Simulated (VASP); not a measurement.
# InSb in VASP: a series of runs, part 2 of 2

VASP 6.6.1. Earlier steps stand in the parts before.

### 3 Single point, PBE (z stretched by -2 %, then relaxed in part)

Input file INCAR:

```
PREC     = Accurate       # precision mode
ENCUT    = 520            # plane-wave cutoff, eV
EDIFF    = 1E-7           # SCF threshold, eV
ISMEAR   = -1             # smearing method
SIGMA    = 0.05           # smearing width, eV
LREAL    = False          # projectors in reciprocal space
LASPH    = True           # aspherical terms in the spheres
NELM     = 100            # most SCF steps
ALGO     = Normal         # electronic algorithm
ISIF     = 2              # what is computed and relaxed
LWAVE    = False          # write WAVECAR
LCHARG   = False          # write CHGCAR
GGA      = PE             # functional
NBANDS   = 16             # bands
```

Input file KPOINTS:

```
regular mesh
0
Gamma
  12 12 12
```

Input file POSCAR:

```
InSb
1.0
    0.0000000000      3.2391000000      3.1743180000
    3.2391000000      0.0000000000      3.1743180000
    3.2391000000      3.2391000000      0.0000000000
In Sb
1 1
Direct
    0.0000000000      0.0000000000      0.0000000000
    0.7500000000      0.7500000000      0.7500000000
```

Potentials or basis: VASP PAW PBE potentials, release 64 (In_d, Sb).

On the command line:

```sh
$ cat potpaw_PBE.64/In_d/POTCAR potpaw_PBE.64/Sb/POTCAR > POTCAR
$ mpirun -np 1 vasp_std > vasp.out
```

OUTCAR:

```text
PREC = Accurate
   ENCUT = 520
   EDIFF = 1E-7
   ISMEAR = -1
   LREAL = False
   LASPH = True
   NELM = 100
   ISIF = 2
   GGA = PE

 ion  position               nearest neighbor table
   1  0.000  0.000  0.000-   2 2.79   2 2.79   2 2.79   2 2.79
   2  0.750  0.750  0.750-   1 2.79   1 2.79   1 2.79   1 2.79

  LATTYP: Found a body centered tetragonal cell.
 ALAT       =     4.5807791499
 C/A-ratio  =     1.3859292911

  Lattice vectors:

[... 640 lines left out ...]

 [... further k-points ...]

------------------------ aborting loop because EDIFF is reached ----------------------------------------

  FORCE on cell =-STRESS in cart. coord.  units (eV):
  Direction    XX          YY          ZZ          XY          YZ          ZX
  --------------------------------------------------------------------------------------
  -------------------------------------------------------------------------------------
  Total        1.6773655      1.6773655      1.8796674      0.0000000      0.0000000     -0.0000000
  in kB       40.3468049     40.3468049     45.2129098      0.0000000      0.0000000     -0.0000000
  external PRESSURE =      41.9688399 kB  Pullay stress =       0.0000000 kB

 VOLUME and BASIS-vectors are now :
 -----------------------------------------------------------------------------
  energy-cutoff  :      520.00
  volume of cell :       66.61
      direct lattice vectors                 reciprocal lattice vectors
     0.000000000  3.239100000  3.174318000    -0.154363867  0.154363867  0.157514149
     3.239100000  0.000000000  3.174318000     0.154363867 -0.154363867  0.157514149
     3.239100000  3.239100000  0.000000000     0.154363867  0.154363867 -0.157514149

 POSITION                                       TOTAL-FORCE (eV/Angst)
 -----------------------------------------------------------------------------------
      0.00000      0.00000      0.00000         0.000000      0.000000     -0.000000
      4.85865      4.85865      4.76148        -0.000000     -0.000000      0.000000
 -----------------------------------------------------------------------------------
    total drift:                                0.000000      0.000000      0.000000

  FREE ENERGIE OF THE ION-ELECTRON SYSTEM (eV)
  ---------------------------------------------------
  free  energy   TOTEN  =        -6.8743556383 eV

  energy  without entropy=       -6.8741347812  energy(sigma->0) =       -6.87424521
```

OSZICAR:

```text
N       E                     dE             d eps       ncg     rms          rms(c)
DAV:   1     0.113716556623E+03    0.11372E+03   -0.79623E+03  5216   0.113E+03
DAV:   2     0.296789369618E+00   -0.11342E+03   -0.10974E+03  5856   0.283E+02
DAV:   3    -0.677818258959E+01   -0.70750E+01   -0.70475E+01  6600   0.724E+01
DAV:   4    -0.697781297851E+01   -0.19963E+00   -0.19959E+00  6664   0.140E+01
DAV:   5    -0.698883382003E+01   -0.11021E-01   -0.11021E-01  7728   0.273E+00    0.432E+00
DAV:   6    -0.688787596449E+01    0.10096E+00   -0.15340E-01  7568   0.608E+00    0.250E+00
DAV:   7    -0.687271777018E+01    0.15158E-01   -0.72597E-02  6880   0.256E+00    0.638E-01
DAV:   8    -0.687364497438E+01   -0.92720E-03   -0.79987E-03  6952   0.105E+00    0.273E-01
DAV:   9    -0.687426784897E+01   -0.62287E-03   -0.94250E-04  6456   0.262E-01    0.769E-02
DAV:  10    -0.687431362262E+01   -0.45774E-04   -0.49961E-05  7272   0.477E-02    0.393E-02
DAV:  11    -0.687435408337E+01   -0.40461E-04   -0.70731E-05  6128   0.551E-02    0.237E-02
DAV:  12    -0.687435551460E+01   -0.14312E-05   -0.12581E-06  6728   0.801E-03    0.624E-03
DAV:  13    -0.687435572061E+01   -0.20601E-06   -0.13480E-06  6264   0.746E-03    0.348E-03
DAV:  14    -0.687435560865E+01    0.11196E-06   -0.34470E-08  5784   0.113E-03    0.106E-03
DAV:  15    -0.687435563826E+01   -0.29605E-07   -0.12022E-08  4272   0.100E-03
   1 F= -.68743556E+01 E0= -.68742452E+01  d E =-.220857E-03
```

stdout:

```text
POSCAR found type information on POSCAR InSb
 POSCAR found :  2 types and       2 ions
 scaLAPACK will be used
 LDA part: xc-table for (Slater+PW92), standard interpolation
 POSCAR, INCAR and KPOINTS ok, starting setup
 FFT: planning ... GRIDC
 FFT: planning ... GRID_SOFT
 FFT: planning ... GRID
 WAVECAR not read
 entering main loop
```

Wall time 5.9 min (1 thread of AMD EPYC, shared host); peak memory 0.3 GiB.

Results:

| Item | Value |
| --- | --- |
| Free energy | -6.8744 eV |
| Pressure | 4.2 GPa |

Caveat: the cell differs from its parent crystal (z stretched by -2 %, then relaxed in part); the cell stands under pressure; spin-orbit coupling is left out, which moves the levels of the heavy elements.

### 4 Relaxation of the atoms, PBE (z stretched by -1 %)

Input file INCAR:

```
SYSTEM = InSb
PREC = Accurate ; ENCUT = 520
EDIFF = 1E-7 ; ISMEAR = -1
SIGMA = 0.05 ; LREAL = .FALSE.
LASPH = .TRUE. ; NELM = 100
ALGO = Normal ; ISIF = 2
LWAVE = .FALSE. ; LCHARG = .FALSE.
GGA = PE ; IBRION = 2
NSW = 80 ; EDIFFG = -0.02
```

Input file KPOINTS:

```
regular mesh
0
G
  12 12 12
  0 0 0
```

Input file POSCAR:

```
InSb
1.0
    0.0000000000      3.2391000000      3.2067090000
    3.2391000000      0.0000000000      3.2067090000
    3.2391000000      3.2391000000      0.0000000000
In Sb
1 1
Direct
    0.0000000000      0.0000000000      0.0000000000
    0.7500000000      0.7500000000      0.7500000000
```

On the command line:

```sh
$ cat potpaw_PBE.64/In_d/POTCAR potpaw_PBE.64/Sb/POTCAR > POTCAR
$ mpirun -np 1 vasp_std > vasp.out
```

It took 49 s on 1 thread of Intel Xeon 6975P-C (Granite Rapids), shared host; peak memory 0.32 GiB.

The run converged. Its results:

```
Free energy             : -6.8921 eV
Pressure after relaxing : 3.6 GPa
```

Stress tensor (GPa, compression positive):
```
3.56 0.00 0.00
0.00 3.56 0.00
0.00 0.00 3.81
```

Final structure:
```xyz
2
Lattice="0.0000 3.2391 3.2067 3.2391 0.0000 3.2067 3.2391 3.2391 0.0000" Properties=species:S:1:pos:R:3 pbc="T T T"
In    0.0000    0.0000    0.0000
Sb    4.8586    4.8586    4.8101
```

Levels at points of the mesh, in eV from the Fermi level:
```csv
k point,band 7,band 8,band 9,band 10,band 11,band 12
"(0.00, 0.00, 0.00)",-0.22,-0.11,-0.11,-0.06,2.85,2.87
"(0.50, 0.00, 0.00)",-5.76,-1.15,-1.08,0.46,3.69,3.75
"(0.50, 0.50, 0.00)",-6.02,-2.43,-2.43,1.18,1.20,8.13
"(0.50, 0.00, 0.50)",-6.07,-2.38,-2.37,1.25,1.26,8.10
```

Caveat: the cell differs from its parent crystal (z stretched by -1 %); the relaxation stopped at its first step, so nothing moved; spin-orbit coupling is left out, which moves the levels of the heavy elements.

### 5 Relaxation of the atoms, PBE (33.30 Å³/atom)

This run uses another cell than the first one, of 33.30 Å³/atom.

Input file INCAR:

```
SYSTEM = InSb
ALGO = Normal ; EDIFF = 1E-7
EDIFFG = -0.02 ; ENCUT = 450
GGA = PE ; GGA_COMPAT = .FALSE.
IBRION = 2 ; ISIF = 2
ISMEAR = -1 ; LASPH = .TRUE.
LCHARG = .FALSE. ; LREAL = .FALSE.
LWAVE = .FALSE. ; NELM = 120
NELMIN = 4 ; NSW = 80
PREC = Accurate ; SIGMA = 0.05
```

Input file KPOINTS:

```
k-points
0
G
  12 12 12
  0 0 0
```

Input file POSCAR:

```
InSb
1.0
    0.0000000000      3.2173604188      3.2173604188
    3.2173604188      0.0000000000      3.2173604188
    3.2173604188      3.2173604188      0.0000000000
In Sb
1 1
Direct
    0.0000000000      0.0000000000      0.0000000000
    0.7500000000      0.7500000000      0.7500000000
```

On the command line:

```sh
$ cat potpaw_PBE.64/In_d/POTCAR potpaw_PBE.64/Sb/POTCAR > POTCAR
$ mpirun -np 1 vasp_std > vasp.out
```

Run time: 50 s. Hardware: 1 thread of Intel Xeon 8259CL, shared host; peak memory 0.21 GiB.

It converged, with:

| Property | Result |
| --- | --- |
| Free energy | -6.8760 eV |
| Pressure after relaxing | 4.2 GPa |
| Band gap on the k mesh | zero (filled and empty bands touch) |

Final structure:
```xyz
2
Lattice="0.0000 3.2174 3.2174 3.2174 0.0000 3.2174 3.2174 3.2174 0.0000" Properties=species:S:1:pos:R:3 pbc="T T T"
In    0.0000    0.0000    0.0000
Sb    4.8260    4.8260    4.8260
```

Levels at points of the mesh, in eV from the Fermi level:
```csv
k point,band 7,band 8,band 9,band 10,band 11,band 12
"(0.00, 0.00, 0.00)",-0.16,-0.09,-0.09,-0.09,2.87,2.87
"(0.50, 0.00, 0.00)",-5.81,-1.13,-1.13,0.48,3.72,3.72
"(0.50, 0.50, 0.00)",-6.10,-2.42,-2.42,1.22,1.23,8.19
```

Caveat: the relaxation stopped at its first step, so nothing moved; semilocal functionals underestimate gaps, so a narrow gap can read as zero; spin-orbit coupling is left out, which moves the levels of the heavy elements.

### 6 Summary

| task | cell | cutoff (eV) | gap on the mesh (eV) | pressure (GPa) |
| --- | --- | --- | --- | --- |
| single point | a = 4.671 Å, angles 60.0°, 2 atoms | 520 | none | 0.5 |
| single point | a = 4.535, b = 4.535, c = 4.581 Å, angles 59.7, 59.7, 60.7°, 2 atoms | 520 | - | 4.2 |
| relaxation of the atoms | atoms relaxed from a = 4.558, b = 4.558, c = 4.581 Å, angles 59.8, 59.8, 60.3°, 2 atoms | 520 | - | 3.6 |
| relaxation of the atoms | atoms relaxed from a = 4.550 Å, angles 60.0°, 2 atoms | 450 | none | 4.2 |

Alike in all rows: level PBE; potentials or basis VASP PAW PBE potentials, release 64 (In_d, Sb); no spin polarisation; k mesh 12 × 12 × 12; smearing fermi-dirac 0.05 eV.

Caveats: spin-orbit coupling is left out, which moves the levels of the heavy elements; semilocal functionals underestimate gaps, so a narrow gap can read as zero (at least some runs); the relaxation stopped at its first step, so nothing moved (at least some runs); the cell stands under pressure (at least some runs).

Absolute energies hang on the potentials; compare differences alone.
